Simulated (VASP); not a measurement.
# Ir (R-3m) in VASP: notebook

The runs below take Ir through single point, with PBE.

Program: VASP 6.6.1. These are calculated values, not measurements. Logs are shortened: lines on timing, memory, paths and dates and some standing lists are left out, and cuts for length are marked.

**1. The cell of the first run**

Symmetry: R-3m, No. 166, trigonal system. Conventional cell: a = 2.756 Å, b = 2.756 Å, c = 6.451 Å, α = 90.00°, β = 90.00°, γ = 120.00°. Within 3.5 Å of Ir (site symmetry -3m) lie 12 Ir at 2.67 to 2.76 Å.

**2. Single point, PBE (equal xy, yz and zx shear strains of -3 %)**

File INCAR:

```
ALGO = Normal
EDIFF = 1E-6
ENCUT = 520
GGA = PE
ISIF = 2
ISMEAR = -1
LASPH = T
LCHARG = F
LREAL = F
LWAVE = F
NBANDS = 10
NELM = 80
PREC = Accurate
SIGMA = 0.05
```

File KPOINTS:

```
k-points
0
Gamma
  15 15 15
```

File POSCAR:

```
Ir
1.0
   -0.0575910000      1.8909045000      1.8909045000
    1.8909045000     -0.0575910000      1.8909045000
    1.8909045000      1.8909045000     -0.0575910000
Ir
1
Direct
    0.0000000000      0.0000000000      0.0000000000
```

Potentials or basis: VASP PAW PBE potentials, release 64 (Ir).

Started as:

```
$ cat potpaw_PBE.64/Ir/POTCAR > POTCAR
$ mpirun -np 1 vasp_std > vasp.out
```

OUTCAR:

```text
EDIFF = 1E-6
   ENCUT = 520
   GGA = PE
   ISIF = 2
   ISMEAR = -1
   LASPH = T
   LREAL = F
   NELM = 80
   PREC = Accurate

 ion  position               nearest neighbor table
   1  0.000  0.000  0.000-

  LATTYP: Found a trigonal (rhomboedric) cell.
 ALAT       =     2.6747628642
 COS(alpha) =     0.4693254694

  Lattice vectors:

 A1 = (  -0.0575910000,   1.8909045000,   1.8909045000)
 A2 = (   1.8909045000,  -0.0575910000,   1.8909045000)
 A3 = (   1.8909045000,   1.8909045000,  -0.0575910000)

Analysis of symmetry for initial positions (statically):
=====================================================================
 Subroutine PRICEL returns:
 Original cell was already a primitive cell.

 Routine SETGRP: Setting up the symmetry group for a
 trigonal (rhombohedral) supercell.

 Subroutine GETGRP returns: Found 12 space group operations
 (whereof 12 operations were pure point group operations)
 out of a pool of 12 trial point group operations.

The static configuration has the point symmetry D_3d.

Analysis of symmetry for dynamics (positions and initial velocities):
=====================================================================
 Subroutine PRICEL returns:
 Original cell was already a primitive cell.

 Routine SETGRP: Setting up the symmetry group for a
 trigonal (rhombohedral) supercell.

 Subroutine GETGRP returns: Found 12 space group operations
 (whereof 12 operations were pure point group operations)
 out of a pool of 12 trial point group operations.

The dynamic configuration has the point symmetry D_3d.

 Subroutine INISYM returns: Found 12 space group operations
 (whereof 12 operations are pure point group operations),
 and found     1 'primitive' translations

----------------------------------------------------------------------------------------

                                     Primitive cell

  volume of cell :      14.1395

  direct lattice vectors                    reciprocal lattice vectors
    -0.057591000  1.890904500  1.890904500    -0.252640071  0.260576408  0.260576408
     1.890904500 -0.057591000  1.890904500     0.260576408 -0.252640071  0.260576408
     1.890904500  1.890904500 -0.057591000     0.260576408  0.260576408 -0.252640071

  length of vectors
     2.674762864  2.674762864  2.674762864     0.446796525  0.446796525  0.446796525

  position of ions in fractional coordinates (direct lattice)
     0.000000000  0.000000000  0.000000000

  ion indices of the primitive-cell ions
   primitive index   ion index
                 1           1

----------------------------------------------------------------------------------------

 KPOINTS: k-points

Automatic generation of k-mesh.
 Grid dimensions read from file:
 generate k-points for:   15   15   15

 Generating k-lattice:

  Cartesian coordinates                     Fractional coordinates (reciprocal lattice)
    -0.016842671  0.017371761  0.017371761     0.066666667 -0.000000000 -0.000000000
     0.017371761 -0.016842671  0.017371761    -0.000000000  0.066666667 -0.000000000
     0.017371761  0.017371761 -0.016842671    -0.000000000 -0.000000000  0.066666667

  Length of vectors
     0.029786435  0.029786435  0.029786435

  Shift w.r.t. Gamma in fractional coordinates (k-lattice)
     0.000000000  0.000000000  0.000000000

 Subroutine IBZKPT returns following result:
 ===========================================

 Found    344 irreducible k-points:

 Following reciprocal coordinates:
            Coordinates               Weight
  0.000000  0.000000  0.000000      1.000000
  0.066667  0.000000  0.000000      6.000000
  0.133333 -0.000000  0.000000      6.000000
  0.200000  0.000000  0.000000      6.000000
  0.266667 -0.000000  0.000000      6.000000
  0.333333  0.000000 -0.000000      6.000000
[... 16 lines left out ...]
  0.133333  0.133333 -0.000000      6.000000
  0.200000  0.133333  0.000000     12.000000
 [... further k-points ...]
   k-points           NKPTS =    344   k-points in BZ     NKDIM =    344   number of bands    NBANDS=     10
   number of dos      NEDOS =    301   number of ions     NIONS =      1
   total plane-waves  NPLWV =   8000
   dimension x,y,z NGX =    20 NGY =   20 NGZ =   20
   dimension x,y,z NGXF=    40 NGYF=   40 NGZF=   40
   ions per type =               1
   NGX,Y,Z   is equivalent  to a cutoff of  12.43, 12.43, 12.43 a.u.
   NGXF,Y,Z  is equivalent  to a cutoff of  24.86, 24.86, 24.86 a.u.
 SYSTEM =  unknown system
   PREC   = accura    normal or accurate (medium, high low for compatibility)
   ISTART =      0    job   : 0-new  1-cont  2-samecut
   ICHARG =      2    charge: 1-file 2-atom 10-const
   ISPIN  =      1    spin polarized calculation?
   LNONCOLLINEAR =      F non collinear calculations
   LSORBIT =      F    spin-orbit coupling
   LASPH  =      T    aspherical Exc in radial PAW
   ENCUT  =  520.0 eV  38.22 Ry    6.18 a.u.   4.97  4.97  4.97*2*pi/ulx,y,z
   NELM   =     80;   NELMIN=  2; NELMDL= -5     # of ELM steps
   EDIFF  = 0.1E-05   stopping-criterion for ELM
   LREAL  =      F    real-space projection
   EDIFFG = 0.1E-04   stopping-criterion for IOM
   NSW    =      0    number of steps for IOM
   IBRION =     -1    ionic relax: 0-MD 1-quasi-New 2-CG
   NFREE  =      0    steps in history (QN), initial steepest desc. (CG)
   ISIF   =      2    stress and relaxation
   ISYM   =      2    0-nonsym 1-usesym 2-fastsym
   POTIM  = 0.5000    time-step for ionic-motion
   TEBEG  =    0.0;   TEEND  =   0.0 temperature during run
   PSTRESS=    0.0 pullay stress
   NELECT =       9.0000    total number of electrons
   NUPDOWN=      -1.0000    fix difference up-down
   EMIN   =  10.00;   EMAX   =-10.00  energy-range for DOS
   EFERMI =   0.00;   METHOD = LEGACY
   ISMEAR =    -1;   SIGMA  =   0.05  broadening in eV -4-tet -1-fermi 0-gaus
   EFERMI_NEDOS =   21; number of points for ismear=-14 and -15
   IALGO  =     38    algorithm
   IMIX   =      4    mixing-type and parameters
     AMIX     =   0.40;   BMIX     =  1.00
     AMIX_MAG =   1.60;   BMIX_MAG =  1.00
  volume/ion in A,a.u.               =      14.14        95.42
  Fermi-wavevector in a.u.,A,eV,Ry     =   1.408243  2.661194 26.982383  1.983149
  Thomas-Fermi vector in A             =   2.530421
   LORBIT       =      0    0 simple, 1 ext, 2 COOP (PROOUT), +10 PAW based schemes
   GGA     = PE    functional components
   LHFCALC =     F    Hartree Fock is set to
   AEXX    =    0.0000 exact exchange contribution
   IVDW    =     0    specifies the selected vdW correction
   LEPSILON=     F    determine dielectric tensor
   LRPA    =     F    only Hartree local field effects (RPA)
 non-spin polarized calculation
  energy-cutoff  :      520.00
  volume of cell :       14.14
 maximum number of plane-waves:       391
   NGX =  9   NGY =  9   NGZ =  9

 number of electron       8.9999999 magnetization

 Free energy of the ion-electron system (eV)
  ---------------------------------------------------
  ext. energy  EPLUGINS =         0.00000000
  ---------------------------------------------------
  free energy    TOTEN  =        -8.81432759 eV

  energy without entropy =       -8.80735583  energy(sigma->0) =       -8.81084171

 E-fermi :  10.4456     XC(G=0): -13.9894

 val. band max:       10.4393139710   @ k =  -0.4000   0.3333   0.2000
 cond. band min:      10.4507799819   @ k =  -0.4000   0.2000   0.2000
 fundamental gap:      0.0114660109
 Fermi energy:        10.4456189773

 k-point     1 :       0.0000    0.0000    0.0000
  band No.  band energies     occupation
      1      -0.7083      2.00000
      2       6.2551      2.00000
      3       6.2551      2.00000
      4       7.0068      2.00000
      5       9.2576      2.00000
      6       9.2576      2.00000
      7      24.7180      0.00000
      8      29.8685      0.00000
      9      29.8685      0.00000
     10      31.3682      0.00000

 k-point     2 :       0.0667    0.0000    0.0000
  band No.  band energies     occupation
      1      -0.5157      2.00000
      2       6.1937      2.00000
      3       6.3192      2.00000
      4       7.0638      2.00000
      5       9.2094      2.00000
      6       9.2134      2.00000
      7      25.0429      0.00000
      8      29.0246      0.00000
      9      30.2042      0.00000
     10      31.5567      0.00000

 k-point     3 :       0.1333   -0.0000    0.0000
  band No.  band energies     occupation
      1       0.0320      2.00000
      2       6.0178      2.00000
      3       6.4683      2.00000
      4       7.2380      2.00000
      5       9.1280      2.00000
      6       9.1432      2.00000
      7      25.8986      0.00000
      8      27.3095      0.00000
      9      31.1685      0.00000
     10      32.3586      0.00000

 k-point     4 :       0.2000    0.0000    0.0000
  band No.  band energies     occupation
      1       0.8255      2.00000
      2       5.8678      2.00000
      3       6.5764      2.00000
      4       7.3932      2.00000
      5       9.1809      2.00000
      6       9.2419      2.00000
      7      25.4591      0.00000
      8      26.8431      0.00000
      9      32.6329      0.00000
     10      33.6051      0.00000

 k-point     5 :       0.2667   -0.0000    0.0000
  band No.  band energies     occupation
      1       1.6228      2.00000
      2       6.0400      2.00000
      3       6.5260      2.00000
      4       7.3496      2.00000
      5       9.5110      2.00000
      6       9.6875      2.00000
      7      23.5525      0.00000
      8      26.9014      0.00000
      9      34.0423      0.00000
     10      34.4026      0.00000

 k-point     6 :       0.3333    0.0000   -0.0000
  band No.  band energies     occupation
      1       2.1113      2.00000
      2       6.3542      2.00000
      3       6.8319      2.00000
      4       7.1782      2.00000
      5      10.0572      1.99915
      6      10.3639      1.67337
      7      21.4640      0.00000
      8      25.9250      0.00000
      9      32.5716      0.00000
     10      33.7709      0.00000

 k-point     7 :       0.4000   -0.0000   -0.0000
  band No.  band energies     occupation
      1       2.2606      2.00000
      2       6.1752      2.00000
      3       6.9892      2.00000
      4       8.1567      2.00000
      5      10.6162      0.06386
      6      11.0202      0.00002
      7      19.3138      0.00000
      8      24.9793      0.00000
      9      30.9256      0.00000
     10      32.0670      0.00000

 k-point     8 :       0.4667    0.0000    0.0000
  band No.  band energies     occupation
      1       2.2733      2.00000
      2       6.0682      2.00000
      3       6.8876      2.00000
      4       9.3182      2.00000
      5      10.9705      0.00006
      6      11.4166      0.00000
      7      17.7395      0.00000
      8      24.4878      0.00000
      9      30.0116      0.00000
     10      31.1021      0.00000

 k-point     9 :       0.0667    0.0667    0.0000
  band No.  band energies     occupation
      1      -0.4441      2.00000
      2       6.1578      2.00000
      3       6.4116      2.00000
      4       7.0454      2.00000
      5       9.0229      2.00000
      6       9.3324      2.00000
      7      25.1760      0.00000
      8      29.4086      0.00000
      9      29.9629      0.00000
     10      31.1523      0.00000
[... 118 lines left out ...]
 k-point    19 :      -0.2667    0.0667    0.0000
  band No.  band energies     occupation
      1       1.9949      2.00000
      2       6.0123      2.00000
      3       6.5050      2.00000
      4       7.3481      2.00000
      5       9.3854      2.00000
      6      10.3522      1.73245
      7      23.0078      0.00000
      8      26.8204      0.00000
      9      31.7220      0.00000
     10      33.8421      0.00000

 k-point    20 :      -0.2000    0.0667   -0.0000
  band No.  band energies     occupation
      1       1.2599      2.00000
      2       5.7068      2.00000
      3       6.6358      2.00000
      4       7.4782      2.00000
      5       8.8848      2.00000
      6       9.7996      2.00000
      7      24.9755      0.00000
      8      27.1926      0.00000
      9      31.8801      0.00000
     10      33.5539      0.00000

 k-point    21 :      -0.1333    0.0667    0.0000
  band No.  band energies     occupation
      1       0.4294      2.00000
      2       5.8033      2.00000
      3       6.6023      2.00000
      4       7.3864      2.00000
      5       8.8141      2.00000
      6       9.4684      2.00000
      7      26.4495      0.00000
      8      26.7217      0.00000
      9      30.8770      0.00000
     10      33.3884      0.00000

 k-point    22 :      -0.0667    0.0667    0.0000
  band No.  band energies     occupation
      1      -0.2089      2.00000
      2       6.0178      2.00000
      3       6.4452      2.00000
      4       7.1967      2.00000
      5       9.0070      2.00000
      6       9.3244      2.00000
      7      25.5330      0.00000
      8      28.1767      0.00000
      9      30.2788      0.00000
     10      32.2199      0.00000

 k-point    23 :       0.1333    0.1333   -0.0000
  band No.  band energies     occupation
      1       0.3131      2.00000
      2       5.7337      2.00000
      3       6.8759      2.00000
      4       7.3557      2.00000
      5       8.4159      2.00000
      6       9.5487      2.00000
      7      26.4515      0.00000
      8      28.6322      0.00000
      9      30.0318      0.00000
     10      31.1093      0.00000

 k-point    24 :       0.2000    0.1333    0.0000
  band No.  band energies     occupation
      1       0.9373      2.00000
      2       5.4390      2.00000
      3       7.0527      2.00000
      4       7.6678      2.00000
      5       8.2135      2.00000
      6       9.7148      2.00000
      7      27.2990      0.00000
      8      27.4815      0.00000
      9      30.7769      0.00000
     10      31.1398      0.00000

 [... further k-points ...]
[... 5 lines left out ...]
  --------------------------------------------------------------------------------------
  -------------------------------------------------------------------------------------
  Total        0.9592675      0.9592675      0.9592675      0.7399866      0.7399866      0.7399866
  in kB      108.6967160    108.6967160    108.6967160     83.8495108     83.8495108     83.8495108
  external PRESSURE =     108.6967160 kB  Pullay stress =       0.0000000 kB

 VOLUME and BASIS-vectors are now :
 -----------------------------------------------------------------------------
  energy-cutoff  :      520.00
  volume of cell :       14.14
      direct lattice vectors                 reciprocal lattice vectors
    -0.057591000  1.890904500  1.890904500    -0.252640071  0.260576408  0.260576408
     1.890904500 -0.057591000  1.890904500     0.260576408 -0.252640071  0.260576408
     1.890904500  1.890904500 -0.057591000     0.260576408  0.260576408 -0.252640071

 POSITION                                       TOTAL-FORCE (eV/Angst)
 -----------------------------------------------------------------------------------
      0.00000      0.00000      0.00000        -0.000000      0.000000     -0.000000
 -----------------------------------------------------------------------------------
    total drift:                                0.000000     -0.000000     -0.000000

  FREE ENERGIE OF THE ION-ELECTRON SYSTEM (eV)
  ---------------------------------------------------
  free  energy   TOTEN  =        -8.8143275881 eV

  energy  without entropy=       -8.8073558260  energy(sigma->0) =       -8.81084171
```

Wall time 58 s (1 thread of Intel Xeon 8259CL, shared host); peak memory 0.17 GiB.

What came out:

* Free energy: -8.8143 eV
* Pressure: 10.9 GPa
* Band gap on the k mesh: zero (an odd number of electrons rules out a gap without spin polarisation)

Levels at points of the mesh, in eV from the Fermi level:
```tsv
k point	band 1	band 2	band 3	band 4	band 5	band 6	band 7	band 8	band 9
(0.00, 0.00, 0.00)	-11.15	-4.19	-4.19	-3.44	-1.19	-1.19	14.27	19.42	19.42
```

Caveat: the cell differs from its parent crystal (equal xy, yz and zx shear strains of -3 %); the cell stands under pressure; spin-orbit coupling is left out, which moves the levels of the heavy elements.

(Part 1 of 2 ends here.)
